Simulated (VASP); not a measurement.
# BiH2 (P-3m1) in VASP: a series of runs, part 2 of 2

VASP 6.6.1. The steps go on from the part before.

## 4. Relaxation of cell and atoms, PBE+D3(BJ)

This run uses another cell than the first one, of 14.04 Å³/atom.

The input, INCAR:

```
SYSTEM = BiH2
ALGO = Normal
EDIFF = 1E-6
EDIFFG = -0.04
ENCUT = 600
GGA = PE
IBRION = 2
ISIF = 3
ISMEAR = 0
IVDW = 12
LASPH = .TRUE.
LCHARG = .FALSE.
LREAL = .FALSE.
LWAVE = .FALSE.
NELM = 60
NSW = 90
PREC = Accurate
SIGMA = 0.1
```

The input, KPOINTS:

```
k-points
0
G
  6 6 6
  0 0 0
```

The input, POSCAR:

```
BiH2
1.0
    3.7075639597      0.0000000000      0.0000000000
   -1.8537819799      3.2108445753      0.0000000000
    0.0000000000      0.0000000000      3.5384878577
Bi H
1 2
Direct
    0.0000000000      0.0000000000      0.0000000000
    0.3333333333      0.6666666667      0.7956602765
    0.6666666667      0.3333333333      0.2043397235
```

Potentials or basis: VASP PAW PBE potentials, release 64 (Bi_d, H).

On the command line:

```sh
cat potpaw_PBE.64/Bi_d/POTCAR potpaw_PBE.64/H/POTCAR > POTCAR
mpirun -np 1 vasp_std > vasp.out
```

OUTCAR:

```text
SYSTEM = BiH2
   EDIFF = 1E-6
   EDIFFG = -0.04
   ENCUT = 600
   GGA = PE
   IBRION = 2
   ISIF = 3
   ISMEAR = 0
   IVDW = 12
   LASPH = .TRUE.
   LREAL = .FALSE.
   NELM = 60
   NSW = 90
   PREC = Accurate
 IVDW          = 12

 ion  position               nearest neighbor table
   1  0.000  0.000  0.000-   2 2.26   3 2.26   3 2.26   2 2.26   3 2.26   2 2.26
   2  0.333  0.667  0.796-   1 2.26   1 2.26   1 2.26
   3  0.667  0.333  0.204-   1 2.26   1 2.26   1 2.26

  LATTYP: Found a hexagonal cell.
 ALAT       =     3.7075639597
 C/A-ratio  =     0.9543969831

  Lattice vectors:

 A1 = (   3.7075639597,   0.0000000000,   0.0000000000)
 A2 = (  -1.8537819799,   3.2108445753,   0.0000000000)
 A3 = (   0.0000000000,   0.0000000000,   3.5384878577)

Analysis of symmetry for initial positions (statically):
=====================================================================
 Subroutine PRICEL returns:
 Original cell was already a primitive cell.

 Routine SETGRP: Setting up the symmetry group for a
 hexagonal supercell.

 Subroutine GETGRP returns: Found 12 space group operations
 (whereof 12 operations were pure point group operations)
 out of a pool of 24 trial point group operations.

The static configuration has the point symmetry D_3d.

Analysis of symmetry for dynamics (positions and initial velocities):
=====================================================================
 Subroutine PRICEL returns:
 Original cell was already a primitive cell.

 Routine SETGRP: Setting up the symmetry group for a
 hexagonal supercell.

 Subroutine GETGRP returns: Found 12 space group operations
 (whereof 12 operations were pure point group operations)
 out of a pool of 24 trial point group operations.

The dynamic configuration has the point symmetry D_3d.

 Subroutine INISYM returns: Found 12 space group operations
 (whereof 12 operations are pure point group operations),
 and found     1 'primitive' translations

----------------------------------------------------------------------------------------

                                     Primitive cell

  volume of cell :      42.1236

  direct lattice vectors                    reciprocal lattice vectors
     3.707563960  0.000000000  0.000000000     0.269718880  0.155722268  0.000000000
    -1.853781980  3.210844575  0.000000000     0.000000000  0.311444536  0.000000000
     0.000000000  0.000000000  3.538487858     0.000000000  0.000000000  0.282606594

  length of vectors
     3.707563960  3.707563960  3.538487858     0.311444536  0.311444536  0.282606594

  position of ions in fractional coordinates (direct lattice)
     0.000000000  0.000000000  0.000000000
     0.333333333  0.666666667  0.795660277
     0.666666667  0.333333333  0.204339723

  ion indices of the primitive-cell ions
   primitive index   ion index
                 1           1
                 2           2
                 3           3

----------------------------------------------------------------------------------------

 KPOINTS: k-points

Automatic generation of k-mesh.
 Grid dimensions read from file:
 generate k-points for:    6    6    6

 Generating k-lattice:

  Cartesian coordinates                     Fractional coordinates (reciprocal lattice)
[... 41 lines left out ...]
 [... further k-points ...]
   k-points           NKPTS =     34   k-points in BZ     NKDIM =     34   number of bands    NBANDS=     12
   number of dos      NEDOS =    301   number of ions     NIONS =      3
   total plane-waves  NPLWV =  25200
   dimension x,y,z NGX =    30 NGY =   30 NGZ =   28
   dimension x,y,z NGXF=    60 NGYF=   60 NGZF=   56
   ions per type =               1   2
   NGX,Y,Z   is equivalent  to a cutoff of  13.45, 13.45, 13.16 a.u.
   NGXF,Y,Z  is equivalent  to a cutoff of  26.90, 26.90, 26.31 a.u.
 SYSTEM =  BiH2
   PREC   = accura    normal or accurate (medium, high low for compatibility)
   ISTART =      0    job   : 0-new  1-cont  2-samecut
   ICHARG =      2    charge: 1-file 2-atom 10-const
   ISPIN  =      1    spin polarized calculation?
   LNONCOLLINEAR =      F non collinear calculations
   LSORBIT =      F    spin-orbit coupling
   LASPH  =      T    aspherical Exc in radial PAW
   ENCUT  =  600.0 eV  44.10 Ry    6.64 a.u.   7.40  7.40  7.07*2*pi/ulx,y,z
   NELM   =     60;   NELMIN=  2; NELMDL= -5     # of ELM steps
   EDIFF  = 0.1E-05   stopping-criterion for ELM
   LREAL  =      F    real-space projection
   EDIFFG = -.4E-01   stopping-criterion for IOM
   NSW    =     90    number of steps for IOM
   IBRION =      2    ionic relax: 0-MD 1-quasi-New 2-CG
   NFREE  =      1    steps in history (QN), initial steepest desc. (CG)
   ISIF   =      3    stress and relaxation
   ISYM   =      2    0-nonsym 1-usesym 2-fastsym
   POTIM  = 0.5000    time-step for ionic-motion
   TEBEG  =    0.0;   TEEND  =   0.0 temperature during run
   PSTRESS=    0.0 pullay stress
   NELECT =      17.0000    total number of electrons
   NUPDOWN=      -1.0000    fix difference up-down
   EMIN   =  10.00;   EMAX   =-10.00  energy-range for DOS
   EFERMI =   0.00;   METHOD = LEGACY
   ISMEAR =     0;   SIGMA  =   0.10  broadening in eV -4-tet -1-fermi 0-gaus
   EFERMI_NEDOS =   21; number of points for ismear=-14 and -15
   IALGO  =     38    algorithm
   IMIX   =      4    mixing-type and parameters
     AMIX     =   0.40;   BMIX     =  1.00
     AMIX_MAG =   1.60;   BMIX_MAG =  1.00
  volume/ion in A,a.u.               =      14.04        94.75
  Fermi-wavevector in a.u.,A,eV,Ry     =   1.209807  2.286203 19.913920  1.463632
  Thomas-Fermi vector in A             =   2.345373
   LORBIT       =      0    0 simple, 1 ext, 2 COOP (PROOUT), +10 PAW based schemes
   GGA     = PE    functional components
   LHFCALC =     F    Hartree Fock is set to
   AEXX    =    0.0000 exact exchange contribution
   IVDW    =    12    specifies the selected vdW correction
   LEPSILON=     F    determine dielectric tensor
   LRPA    =     F    only Hartree local field effects (RPA)
 conjugate gradient relaxation of ions
 non-spin polarized calculation
 Gauss-broadening in eV      SIGMA  =   0.10
  energy-cutoff  :      600.00
  volume of cell :       42.12
 maximum number of plane-waves:      1430
 NGX is ok and might be reduce to    30
   NGX = 15   NGY = 15   NGZ = 15

--------------------------------------- Ionic step        1  -------------------------------------------

 number of electron      17.0000005 magnetization

 Free energy of the ion-electron system (eV)
  ---------------------------------------------------
  ext. energy  EPLUGINS =         0.00000000
  ---------------------------------------------------
  free energy    TOTEN  =        -8.87087582 eV

  energy without entropy =       -8.86821074  energy(sigma->0) =       -8.86954328

------------------------ aborting loop because EDIFF is reached ----------------------------------------

 Edisp (eV)   -0.59882

 E8    (eV) :    -0.2581
[... 108 lines left out ...]
  FREE ENERGIE OF THE ION-ELECTRON SYSTEM (eV)
  ---------------------------------------------------
  free  energy   TOTEN  =        -9.5282121981 eV

  energy  without entropy=       -9.5256724508  energy(sigma->0) =       -9.52694232

[... ionic steps 4 to 11 ...]

--------------------------------------- Ionic step       12  -------------------------------------------

 number of electron      16.9999997 magnetization

------------------------ aborting loop because EDIFF is reached ----------------------------------------
[... 77 lines left out ...]
--------------------------------------- Ionic step       14  -------------------------------------------

 number of electron      17.0000000 magnetization

 Free energy of the ion-electron system (eV)
  ---------------------------------------------------
  ext. energy  EPLUGINS =         0.00000000
  ---------------------------------------------------
  free energy    TOTEN  =        -8.95042253 eV

  energy without entropy =       -8.94792649  energy(sigma->0) =       -8.94917451

 E-fermi :   6.1952     XC(G=0):  -9.8026

 val. band max:        6.1515938326   @ k =   0.3333   0.0000   0.1667
 cond. band min:       6.4669543777   @ k =   0.1667   0.0000   0.5000
 fundamental gap:      0.3153605451
 Fermi energy:         6.1952118642

 k-point     1 :       0.0000    0.0000    0.0000
  band No.  band energies     occupation
      1     -17.3859      2.00000
      2     -17.2227      2.00000
      3     -17.2227      2.00000
      4     -17.1169      2.00000
      5     -17.1169      2.00000
      6      -7.6236      2.00000
      7       4.6552      2.00000
      8       5.7220      2.00000
      9       7.3010      0.00000
     10       7.3010      0.00000
     11      10.5236      0.00000
     12      13.0961      0.00000
[... 331 lines left out ...]
 k-point    24 :       0.1667    0.1667    0.3333
  band No.  band energies     occupation
      1     -17.2193      2.00000
      2     -17.2120      2.00000
      3     -17.2005      2.00000
      4     -17.1847      2.00000
      5     -17.1150      2.00000
      6      -5.4153      2.00000
      7       2.2387      2.00000
      8       2.2535      2.00000
      9       4.9267      2.00000
     10       8.6112      0.00000
     11      10.5705      0.00000
     12      12.3044      0.00000

 [... further k-points ...]

------------------------ aborting loop because EDIFF is reached ----------------------------------------

 Edisp (eV)   -0.62277

 E8    (eV) :    -0.2693
[... 26 lines left out ...]
  FREE ENERGIE OF THE ION-ELECTRON SYSTEM (eV)
  ---------------------------------------------------
  free  energy   TOTEN  =        -9.5731895351 eV

  energy  without entropy=       -9.5706934942  energy(sigma->0) =       -9.57194151

 reached required accuracy - stopping structural energy minimisation
```

CONTCAR:

```text
BiH2
   1.00000000000000
     3.8362005901051832   -0.0000000000019365   -0.0000000000000000
    -1.9181002951060033    3.3222471650935828   -0.0000000000000000
    -0.0000000000000001   -0.0000000000000001    3.2026368625136130
  Bi              H
     1     2
Direct
     0.0000000000000000    1.0000000000000000    1.0000000000000000
     0.3333333332999970    0.6666666667000030    0.8216782138416128
     0.6666666667000030    0.3333333332999970    0.1783217861583871

  0.00000000E+00  0.00000000E+00  0.00000000E+00
  0.00000000E+00  0.00000000E+00  0.00000000E+00
  0.00000000E+00  0.00000000E+00  0.00000000E+00
```

Run time: 4.2 min. Hardware: 1 thread of AMD EPYC 7R13, shared host; peak memory 0.16 GiB.

What came out:

```yaml
Free_energy: -9.5732 eV
Relaxed_volume: 13.61 Å³/atom
Relaxed_cell: a = 3.836 Å, b = 3.836 Å, c = 3.203 Å, α = 90.00°, β = 90.00°, γ = 120.00°
Space_group_after_relaxing_to_0.1_Å: P-3m1 (No. 164)
Energy_gained_by_relaxing: 34.5 meV/atom
Ionic_steps: 14
Pressure_after_relaxing: -0.2 GPa
Largest_force_after_relaxing: 0.029 eV/Å
Band_gap_on_the_k_mesh: zero (an odd number of electrons rules out a gap without spin polarisation)
Dispersion_energy_per_atom: -0.208 eV
```

Forces in eV/Å, atoms in the order of the input:
```
Bi   0.000  0.000  0.000
H    0.000  0.000  0.029
H    0.000  0.000 -0.029
```

Step by step:
```tsv
step	energy change (eV)	largest force (eV/Å)	pressure (GPa)	volume (Å³)
1	0.0000	0.1260	-0.21	42.12
2	-0.0368	0.1226	-0.81	42.00
3	-0.0585	0.1185	-1.19	41.85
4	-0.0889	0.1453	-1.53	41.47
5	0.1221	0.1323	0.78	40.37
6	-0.0890	0.1494	-1.58	41.43
7	-0.0892	0.1494	-1.57	41.40
8	-0.0961	0.0938	0.50	40.04
9	-0.0964	0.1030	0.15	40.26
10	-0.0988	0.0842	0.28	40.29
11	-0.0997	0.0626	0.44	40.32
12	-0.1013	0.0550	0.06	40.59
13	-0.1023	0.0447	-0.42	40.96
14	-0.1035	0.0290	-0.18	40.82
```

Final structure:
```
Bi H
1.0
     3.83620    0.00000    0.00000
    -1.91810    3.32225    0.00000
     0.00000    0.00000    3.20264
Bi H
1 2
Direct
  0.00000 0.00000 0.00000
  0.33333 0.66667 0.82168
  0.66667 0.33333 0.17832
```

Caveat: spin-orbit coupling is left out, which moves the levels of the heavy elements.

## 5. Summary

| task | cell | k mesh | cutoff (eV) | gap on the mesh (eV) | pressure (GPa) | relaxed volume (Å³/atom) | largest force (eV/Å) |
| --- | --- | --- | --- | --- | --- | --- | --- |
| single point | a = 3.840, b = 3.840, c = 3.190 Å, angles 90.0, 90.0, 120.0°, 3 atoms, atomic positions A | 6 × 6 × 6 | 520 | none | -0.1 | - | - |
| relaxation of cell and atoms | relaxed from a = 3.454, b = 3.455, c = 5.082 Å, angles 90.0, 90.0, 120.0°, 3 atoms, atomic positions B | 6 × 6 × 4 | 600 | none | -0.1 | 14.01 | 0.01 |
| relaxation of cell and atoms | relaxed from a = 3.708, b = 3.708, c = 3.538 Å, angles 90.0, 90.0, 120.0°, 3 atoms, atomic positions C | 6 × 6 × 6 | 600 | none | -0.2 | 13.61 | 0.03 |

Alike in all rows: level PBE+D3(BJ); potentials or basis VASP PAW PBE potentials, release 64 (Bi_d, H); no spin polarisation; smearing gaussian 0.1 eV.

Caveats: spin-orbit coupling is left out, which moves the levels of the heavy elements; the volume moved by over 15 % at a fixed basis, so the end points are rough (at least some runs).

Absolute energies hang on the potentials; compare differences alone.

The gap in the log of VASP goes by the Fermi energy; the results here count the filled bands.